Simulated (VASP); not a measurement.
# W (Im-3m) in VASP: single point with PBE

Aim: the single point of W with PBE.

Program: VASP 6.6.1. These are calculated values, not measurements. Logs are shortened: lines on timing, memory, paths and dates and some standing lists are left out, and cuts for length are marked.

### Step 1. The cell of the first run

The structure is cubic, space group Im-3m (No. 229). The conventional cell has a = 3.201 Å, b = 3.201 Å, c = 3.201 Å, α = 90.00°, β = 90.00°, γ = 90.00°. Within 3.7 Å of W (site symmetry m-3m) lie 14 W at 2.77 to 3.20 Å.

### Step 2. Single point, PBE

INCAR

```
ALGO = Normal ; EDIFF = 1E-7
ENCUT = 520 ; GGA = PE
ISIF = 2 ; ISMEAR = -1
LASPH = True ; LCHARG = False
LREAL = False ; LWAVE = False
NBANDS = 13 ; NELM = 60
PREC = Accurate ; SIGMA = 0.1
```

KPOINTS

```
k-points
0
Gamma
  15 15 15
```

POSCAR

```
W
1.0
   -1.6004580000      1.6004580000      1.6004580000
    1.6004580000     -1.6004580000      1.6004580000
    1.6004580000      1.6004580000     -1.6004580000
W
1
Direct
    0.0000000000      0.0000000000      0.0000000000
```

Potentials or basis: VASP PAW PBE potentials, release 64 (W_sv).

The run is started by

```bash
$ cat potpaw_PBE.64/W_sv/POTCAR > POTCAR
$ mpirun -np 1 vasp_std > vasp.out
```

OUTCAR:

```text
EDIFF = 1E-7
   ENCUT = 520
   GGA = PE
   ISIF = 2
   ISMEAR = -1
   LASPH = True
   LREAL = False
   NELM = 60
   PREC = Accurate

 ion  position               nearest neighbor table
   1  0.000  0.000  0.000-

  LATTYP: Found a body centered cubic cell.
 ALAT       =     3.2009160000

  Lattice vectors:

 A1 = (  -1.6004580000,   1.6004580000,   1.6004580000)
 A2 = (   1.6004580000,  -1.6004580000,   1.6004580000)
 A3 = (   1.6004580000,   1.6004580000,  -1.6004580000)

Analysis of symmetry for initial positions (statically):
=====================================================================
 Subroutine PRICEL returns:
 Original cell was already a primitive cell.

 Routine SETGRP: Setting up the symmetry group for a
 body centered cubic supercell.

 Subroutine GETGRP returns: Found 48 space group operations
 (whereof 48 operations were pure point group operations)
 out of a pool of 48 trial point group operations.

The static configuration has the point symmetry O_h .

Analysis of symmetry for dynamics (positions and initial velocities):
=====================================================================
 Subroutine PRICEL returns:
 Original cell was already a primitive cell.

 Routine SETGRP: Setting up the symmetry group for a
 body centered cubic supercell.

 Subroutine GETGRP returns: Found 48 space group operations
 (whereof 48 operations were pure point group operations)
 out of a pool of 48 trial point group operations.

The dynamic configuration has the point symmetry O_h .

 Subroutine INISYM returns: Found 48 space group operations
 (whereof 48 operations are pure point group operations),
 and found     1 'primitive' translations

----------------------------------------------------------------------------------------

                                     Primitive cell

  volume of cell :      16.3981

  direct lattice vectors                    reciprocal lattice vectors
    -1.600458000  1.600458000  1.600458000     0.000000000  0.312410572  0.312410572
     1.600458000 -1.600458000  1.600458000     0.312410572  0.000000000  0.312410572
     1.600458000  1.600458000 -1.600458000     0.312410572  0.312410572  0.000000000

  length of vectors
     2.772074571  2.772074571  2.772074571     0.441815269  0.441815269  0.441815269

  position of ions in fractional coordinates (direct lattice)
     0.000000000  0.000000000  0.000000000

  ion indices of the primitive-cell ions
   primitive index   ion index
                 1           1

----------------------------------------------------------------------------------------

 KPOINTS: k-points

Automatic generation of k-mesh.
 Grid dimensions read from file:
 generate k-points for:   15   15   15

 Generating k-lattice:

  Cartesian coordinates                     Fractional coordinates (reciprocal lattice)
     0.000000000  0.020827371  0.020827371     0.066666667  0.000000000  0.000000000
     0.020827371  0.000000000  0.020827371     0.000000000  0.066666667  0.000000000
     0.020827371  0.020827371  0.000000000     0.000000000  0.000000000  0.066666667

  Length of vectors
     0.029454351  0.029454351  0.029454351

  Shift w.r.t. Gamma in fractional coordinates (k-lattice)
     0.000000000  0.000000000  0.000000000

 Subroutine IBZKPT returns following result:
 ===========================================

 Found    120 irreducible k-points:

 Following reciprocal coordinates:
            Coordinates               Weight
  0.000000  0.000000  0.000000      1.000000
  0.066667  0.000000  0.000000     12.000000
  0.133333  0.000000  0.000000     12.000000
  0.200000  0.000000  0.000000     12.000000
  0.266667  0.000000  0.000000     12.000000
  0.333333  0.000000  0.000000     12.000000
[... 16 lines left out ...]
  0.333333  0.200000  0.000000     48.000000
  0.400000  0.200000  0.000000     24.000000
 [... further k-points ...]
   k-points           NKPTS =    120   k-points in BZ     NKDIM =    120   number of bands    NBANDS=     13
   number of dos      NEDOS =    301   number of ions     NIONS =      1
   total plane-waves  NPLWV =  13824
   dimension x,y,z NGX =    24 NGY =   24 NGZ =   24
   dimension x,y,z NGXF=    48 NGYF=   48 NGZF=   48
   ions per type =               1
   NGX,Y,Z   is equivalent  to a cutoff of  14.39, 14.39, 14.39 a.u.
   NGXF,Y,Z  is equivalent  to a cutoff of  28.79, 28.79, 28.79 a.u.
 SYSTEM =  unknown system
   PREC   = accura    normal or accurate (medium, high low for compatibility)
   ISTART =      0    job   : 0-new  1-cont  2-samecut
   ICHARG =      2    charge: 1-file 2-atom 10-const
   ISPIN  =      1    spin polarized calculation?
   LNONCOLLINEAR =      F non collinear calculations
   LSORBIT =      F    spin-orbit coupling
   LASPH  =      T    aspherical Exc in radial PAW
   ENCUT  =  520.0 eV  38.22 Ry    6.18 a.u.   5.15  5.15  5.15*2*pi/ulx,y,z
   NELM   =     60;   NELMIN=  2; NELMDL= -5     # of ELM steps
   EDIFF  = 0.1E-06   stopping-criterion for ELM
   LREAL  =      F    real-space projection
   EDIFFG = 0.1E-05   stopping-criterion for IOM
   NSW    =      0    number of steps for IOM
   IBRION =     -1    ionic relax: 0-MD 1-quasi-New 2-CG
   NFREE  =      0    steps in history (QN), initial steepest desc. (CG)
   ISIF   =      2    stress and relaxation
   ISYM   =      2    0-nonsym 1-usesym 2-fastsym
   POTIM  = 0.5000    time-step for ionic-motion
   TEBEG  =    0.0;   TEEND  =   0.0 temperature during run
   PSTRESS=    0.0 pullay stress
   NELECT =      14.0000    total number of electrons
   NUPDOWN=      -1.0000    fix difference up-down
   EMIN   =  10.00;   EMAX   =-10.00  energy-range for DOS
   EFERMI =   0.00;   METHOD = LEGACY
   ISMEAR =    -1;   SIGMA  =   0.10  broadening in eV -4-tet -1-fermi 0-gaus
   EFERMI_NEDOS =   21; number of points for ismear=-14 and -15
   IALGO  =     38    algorithm
   IMIX   =      4    mixing-type and parameters
     AMIX     =   0.40;   BMIX     =  1.00
     AMIX_MAG =   1.60;   BMIX_MAG =  1.00
  volume/ion in A,a.u.               =      16.40       110.66
  Fermi-wavevector in a.u.,A,eV,Ry     =   1.553054  2.934847 32.816937  2.411977
  Thomas-Fermi vector in A             =   2.657340
   LORBIT       =      0    0 simple, 1 ext, 2 COOP (PROOUT), +10 PAW based schemes
   GGA     = PE    functional components
   LHFCALC =     F    Hartree Fock is set to
   AEXX    =    0.0000 exact exchange contribution
   IVDW    =     0    specifies the selected vdW correction
   LEPSILON=     F    determine dielectric tensor
   LRPA    =     F    only Hartree local field effects (RPA)
 non-spin polarized calculation
  energy-cutoff  :      520.00
  volume of cell :       16.40
 maximum number of plane-waves:       458
 NGX is ok and might be reduce to    24
   NGX = 11   NGY = 11   NGZ = 11

 number of electron      14.0000002 magnetization

 Free energy of the ion-electron system (eV)
  ---------------------------------------------------
  ext. energy  EPLUGINS =         0.00000000
  ---------------------------------------------------
  free energy    TOTEN  =       -12.95698874 eV

  energy without entropy =      -12.94207655  energy(sigma->0) =      -12.94953265

 E-fermi :  10.9236     XC(G=0): -13.4503

 val. band max:       10.8967127984   @ k =  -0.3333   0.4000   0.2667
 cond. band min:      11.0591169039   @ k =  -0.2667   0.2667   0.1333
 fundamental gap:      0.1624041055
 Fermi energy:        10.9236261897

 k-point     1 :       0.0000    0.0000    0.0000
  band No.  band energies     occupation
      1     -63.2739      2.00000
      2     -26.8827      2.00000
      3     -26.8827      2.00000
      4     -26.8827      2.00000
      5       1.5109      2.00000
      6       9.7838      1.99998
      7       9.7838      1.99998
      8       9.7838      1.99998
      9      13.1388      0.00000
     10      13.1388      0.00000
     11      25.3981      0.00000
     12      25.3981      0.00000
     13      25.3981      0.00000

 k-point     2 :       0.0667    0.0000    0.0000
  band No.  band energies     occupation
      1     -63.2690      2.00000
      2     -26.9362      2.00000
      3     -26.8996      2.00000
      4     -26.8830      2.00000
      5       1.7173      2.00000
      6       9.6597      1.99999
      7       9.7547      1.99998
      8       9.9822      1.99984
      9      12.9456      0.00000
     10      13.1407      0.00000
     11      25.5703      0.00000
     12      25.7499      0.00000
     13      25.8875      0.00000

 k-point     3 :       0.1333    0.0000    0.0000
  band No.  band energies     occupation
      1     -63.2550      2.00000
      2     -27.0853      2.00000
      3     -26.9469      2.00000
      4     -26.8836      2.00000
      5       2.3045      2.00000
      6       9.3278      2.00000
      7       9.6187      2.00000
      8      10.5683      1.94434
      9      12.5895      0.00000
     10      13.1599      0.00000
     11      25.9495      0.00000
     12      26.7613      0.00000
     13      27.0254      0.00000
[... 305 lines left out ...]
 k-point    23 :       0.3333    0.2000    0.0000
  band No.  band energies     occupation
      1     -63.1537      2.00000
      2     -27.8771      2.00000
      3     -27.3899      2.00000
      4     -26.9979      2.00000
      5       6.0619      2.00000
      6       7.8090      2.00000
      7       9.3131      2.00000
      8      12.8527      0.00000
      9      14.0742      0.00000
     10      18.2448      0.00000
     11      20.6621      0.00000
     12      24.3018      0.00000
     13      26.7755      0.00000

 k-point    24 :       0.4000    0.2000    0.0000
  band No.  band energies     occupation
      1     -63.1496      2.00000
      2     -27.8954      2.00000
      3     -27.4216      2.00000
      4     -27.0001      2.00000
      5       6.0563      2.00000
      6       7.7898      2.00000
      7       9.5808      2.00000
      8      12.8935      0.00000
      9      14.2579      0.00000
     10      18.9634      0.00000
     11      19.8817      0.00000
     12      23.7951      0.00000
     13      26.6463      0.00000

 [... further k-points ...]
[... 5 lines left out ...]
  --------------------------------------------------------------------------------------
  -------------------------------------------------------------------------------------
  Total       -0.4321119     -0.4321119     -0.4321119      0.0000000      0.0000000      0.0000000
  in kB      -42.2195904    -42.2195904    -42.2195904      0.0000000      0.0000000      0.0000000
  external PRESSURE =     -42.2195904 kB  Pullay stress =       0.0000000 kB

 VOLUME and BASIS-vectors are now :
 -----------------------------------------------------------------------------
  energy-cutoff  :      520.00
  volume of cell :       16.40
      direct lattice vectors                 reciprocal lattice vectors
    -1.600458000  1.600458000  1.600458000     0.000000000  0.312410572  0.312410572
     1.600458000 -1.600458000  1.600458000     0.312410572  0.000000000  0.312410572
     1.600458000  1.600458000 -1.600458000     0.312410572  0.312410572  0.000000000

 POSITION                                       TOTAL-FORCE (eV/Angst)
 -----------------------------------------------------------------------------------
      0.00000      0.00000      0.00000        -0.000000      0.000000     -0.000000
 -----------------------------------------------------------------------------------
    total drift:                                0.000000      0.000000     -0.000000

  FREE ENERGIE OF THE ION-ELECTRON SYSTEM (eV)
  ---------------------------------------------------
  free  energy   TOTEN  =       -12.9569887426 eV

  energy  without entropy=      -12.9420765525  energy(sigma->0) =      -12.94953265
```

It took 12 s on 1 thread of Intel Xeon 6975P-C, shared host; peak memory 0.16 GiB.

Results:

| Property | Result |
| --- | --- |
| Free energy | -12.9570 eV |
| Pressure | -4.2 GPa |
| Band gap on the k mesh | zero (band 7 reaches 15.40 eV, above the bottom of band 8 at 9.78 eV) |

Levels at points of the mesh, in eV from the Fermi level:
| k point | band 5 | band 6 | band 7 | band 8 | band 9 | band 10 |
| --- | --- | --- | --- | --- | --- | --- |
| (0.00, 0.00, 0.00) | -9.41 | -1.14 | -1.14 | -1.14 | 2.22 | 2.22 |

Caveat: spin-orbit coupling is left out, which moves the levels of the heavy elements.
